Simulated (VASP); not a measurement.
# GeW in VASP: settings compared, part 3 of 3

VASP 6.6.1. The steps go on from the part before.

### 4 Single point, RPBE

INCAR reads:

```
ALGO = Normal ; EDIFF = 1E-6
ENCUT = 520 ; GGA = RP
ISIF = 2 ; ISMEAR = -1
LASPH = True ; LCHARG = False
LREAL = False ; LWAVE = False
NBANDS = 21 ; NELM = 80
PREC = Accurate ; SIGMA = 0.05
```

KPOINTS reads:

```
k-points
0
Gamma
  9 9 9
```

POSCAR reads:

```
GeW
1.0
    0.0000000000      2.5776100000      2.5776100000
    2.5776100000      0.0000000000      2.5776100000
    2.5776100000      2.5776100000      0.0000000000
Ge W
1 1
Direct
    0.5000000000      0.5000000000      0.5000000000
    0.0000000000      0.0000000000      0.0000000000
```

Command:

```sh
cat potpaw_PBE.64/Ge_d/POTCAR potpaw_PBE.64/W_sv/POTCAR > POTCAR
mpirun -np 1 vasp_std > vasp.out
```

It took 16 s on 1 thread of Intel Xeon 6975P-C, shared host; peak memory 0.17 GiB.

The run converged. Its results:

- Free energy: -14.7641 eV
- Pressure: 3.3 GPa
- Band gap on the k mesh: zero (band 14 reaches 9.70 eV, above the bottom of band 15 at 7.98 eV)

Levels at points of the mesh, in eV from the Fermi level:
| k point | band 12 | band 13 | band 14 | band 15 | band 16 | band 17 |
| --- | --- | --- | --- | --- | --- | --- |
| (0.00, 0.00, 0.00) | -1.61 | -1.61 | -0.89 | -0.89 | 2.43 | 2.43 |

Caveat: the PAW data sets were made with another functional, which shifts forces and pressure a little; spin-orbit coupling is left out, which moves the levels of the heavy elements.

### 5 Single point, RPBE

This run uses another cell than the first one, of 17.43 Å³/atom, 1.018 times its volume.

INCAR reads:

```
PREC = Accurate ; ENCUT = 520
EDIFF = 1E-6 ; ISMEAR = -1
SIGMA = 0.05 ; LREAL = False
LASPH = True ; NELM = 60
ALGO = Normal ; ISIF = 2
LWAVE = False ; LCHARG = False
GGA = RP ; NBANDS = 21
```

KPOINTS reads:

```
regular mesh
0
Gamma
  9 9 9
```

POSCAR reads:

```
GeW
1.0
    0.0000000000      2.5929564236      2.5929564236
    2.5929564236      0.0000000000      2.5929564236
    2.5929564236      2.5929564236      0.0000000000
Ge W
1 1
Direct
    0.5000000000      0.5000000000      0.5000000000
    0.0000000000      0.0000000000      0.0000000000
```

Command:

```sh
cat potpaw_PBE.64/Ge_d/POTCAR potpaw_PBE.64/W_sv/POTCAR > POTCAR
mpirun -np 1 vasp_std > vasp.out
```

It took 22 s on 1 thread of Intel Xeon 6975P-C, shared host; peak memory 0.17 GiB.

Results (log left out):

```yaml
Free_energy: -14.7712 eV
Pressure: 0.2 GPa
Band_gap_on_the_k_mesh: zero (band 14 reaches 9.45 eV, above the bottom of band 15 at 7.79 eV)
```

Levels at points of the mesh, in eV from the Fermi level:
```tsv
k point	band 10	band 11	band 12	band 13	band 14	band 15	band 16	band 17	band 18	band 19
(0.00, 0.00, 0.00)	-12.19	-1.57	-1.57	-1.57	-0.87	-0.87	2.40	2.40	2.40	7.41
```

Caveat: the PAW data sets were made with another functional, which shifts forces and pressure a little; spin-orbit coupling is left out, which moves the levels of the heavy elements.

### 6 Single point, revPBE

INCAR reads:

```
PREC = Accurate
ENCUT = 520
EDIFF = 1E-6
ISMEAR = -1
SIGMA = 0.05
LREAL = F
LASPH = T
NELM = 60
ALGO = Normal
ISIF = 2
LWAVE = F
LCHARG = T
GGA = RE
LELF = T
LVHAR = T
NBANDS = 21
```

KPOINTS reads:

```
Automatic mesh
0
Gamma
  9 9 9
```

POSCAR reads:

```
GeW
1.0
    0.0000000000      2.5776100000      2.5776100000
    2.5776100000      0.0000000000      2.5776100000
    2.5776100000      2.5776100000      0.0000000000
Ge W
1 1
Direct
    0.5000000000      0.5000000000      0.5000000000
    0.0000000000      0.0000000000      0.0000000000
```

Potentials or basis: VASP PAW PBE potentials, release 64 (Ge_d, W_sv).

Command:

```sh
cat potpaw_PBE.64/Ge_d/POTCAR potpaw_PBE.64/W_sv/POTCAR > POTCAR
mpirun -np 1 vasp_std > vasp.out
```

OUTCAR:

```text
PREC = Accurate
   ENCUT = 520
   EDIFF = 1E-6
   ISMEAR = -1
   LREAL = F
   LASPH = T
   NELM = 60
   ISIF = 2
   GGA = RE

 ion  position               nearest neighbor table
   1  0.500  0.500  0.500-   2 2.58   2 2.58   2 2.58   2 2.58   2 2.58   2 2.58
   2  0.000  0.000  0.000-   1 2.58   1 2.58   1 2.58   1 2.58   1 2.58   1 2.58

  LATTYP: Found a face centered cubic cell.
 ALAT       =     5.1552200000

  Lattice vectors:

 A1 = (   0.0000000000,   2.5776100000,   2.5776100000)
[... 760 lines left out ...]

------------------------ aborting loop because EDIFF is reached ----------------------------------------

  FORCE on cell =-STRESS in cart. coord.  units (eV):
  Direction    XX          YY          ZZ          XY          YZ          ZX
  --------------------------------------------------------------------------------------
  -------------------------------------------------------------------------------------
  Total        0.5315227      0.5315227      0.5315227      0.0000000     -0.0000000      0.0000000
  in kB       24.8628446     24.8628446     24.8628446      0.0000000     -0.0000000      0.0000000
  external PRESSURE =      24.8628446 kB  Pullay stress =       0.0000000 kB

 VOLUME and BASIS-vectors are now :
 -----------------------------------------------------------------------------
  energy-cutoff  :      520.00
  volume of cell :       34.25
      direct lattice vectors                 reciprocal lattice vectors
     0.000000000  2.577610000  2.577610000    -0.193978143  0.193978143  0.193978143
     2.577610000  0.000000000  2.577610000     0.193978143 -0.193978143  0.193978143
     2.577610000  2.577610000  0.000000000     0.193978143  0.193978143 -0.193978143

 POSITION                                       TOTAL-FORCE (eV/Angst)
 -----------------------------------------------------------------------------------
      2.57761      2.57761      2.57761         0.000000      0.000000      0.000000
      0.00000      0.00000      0.00000        -0.000000     -0.000000     -0.000000
 -----------------------------------------------------------------------------------
    total drift:                                0.000000      0.000000      0.000000

  FREE ENERGIE OF THE ION-ELECTRON SYSTEM (eV)
  ---------------------------------------------------
  free  energy   TOTEN  =       -14.9443581803 eV

  energy  without entropy=      -14.9205072867  energy(sigma->0) =      -14.93243273
```

OSZICAR:

```text
N       E                     dE             d eps       ncg     rms          rms(c)
DAV:   1     0.220084859111E+03    0.22008E+03   -0.14101E+04  1757   0.302E+03
DAV:   2     0.462372476041E+01   -0.21546E+03   -0.20858E+03  1500   0.633E+02
DAV:   3    -0.155063046850E+02   -0.20130E+02   -0.19820E+02  1695   0.124E+02
DAV:   4    -0.159578279499E+02   -0.45152E+00   -0.45089E+00  1625   0.186E+01
DAV:   5    -0.159637359011E+02   -0.59080E-02   -0.59076E-02  1708   0.255E+00    0.168E+01
DAV:   6    -0.149784881604E+02    0.98525E+00   -0.24880E+00  1796   0.125E+01    0.428E+00
DAV:   7    -0.149528393689E+02    0.25649E-01   -0.81891E-02  1830   0.374E+00    0.220E+00
DAV:   8    -0.149450001931E+02    0.78392E-02   -0.20731E-02  1883   0.215E+00    0.214E-01
DAV:   9    -0.149443426769E+02    0.65752E-03   -0.32287E-03  1673   0.998E-01    0.886E-02
DAV:  10    -0.149443656426E+02   -0.22966E-04   -0.16749E-04  1776   0.133E-01    0.488E-02
DAV:  11    -0.149443582911E+02    0.73516E-05   -0.18816E-05  1733   0.427E-02    0.137E-02
DAV:  12    -0.149443581803E+02    0.11081E-06   -0.16333E-06  1114   0.170E-02
   1 F= -.14944358E+02 E0= -.14932433E+02  d E =-.238509E-01
```

Wall time 19 s (1 thread of Intel Xeon 6975P-C, shared host); peak memory 0.17 GiB.

Results:

- Free energy: -14.9444 eV
- Pressure: 2.5 GPa
- Band gap on the k mesh: zero (band 14 reaches 9.67 eV, above the bottom of band 15 at 7.96 eV)

Caveat: the PAW data sets were made with another functional, which shifts forces and pressure a little; spin-orbit coupling is left out, which moves the levels of the heavy elements.

### 7 The runs side by side

```tsv
task	level	cell	cutoff (eV)	gap on the mesh (eV)	pressure (GPa)
relaxation of cell and atoms	revPBE+D4	relaxed from a = 3.645 Å, angles 60.0°, 2 atoms	600	none	-0.1
single point	PBE	a = 3.645 Å, angles 60.0°, 2 atoms	520	none	0.9
single point	RPBE	a = 3.645 Å, angles 60.0°, 2 atoms	520	none	3.3
single point	RPBE	a = 3.667 Å, angles 60.0°, 2 atoms	520	none	0.2
single point	revPBE	a = 3.645 Å, angles 60.0°, 2 atoms	520	none	2.5
```

Some of these runs hold the atoms at other places in the same cell, which the table doesn't show; runs alike in all that it shows share one row.

Alike in all rows: potentials or basis VASP PAW PBE potentials, release 64 (Ge_d, W_sv); no spin polarisation; k mesh 9 × 9 × 9; smearing fermi-dirac 0.05 eV.

Caveats: spin-orbit coupling is left out, which moves the levels of the heavy elements; the PAW data sets were made with another functional, which shifts forces and pressure a little (some runs); pairwise dispersion overbinds metals, which lowers pressure and volume (some runs).

Absolute energies hang on the potentials; compare differences alone.
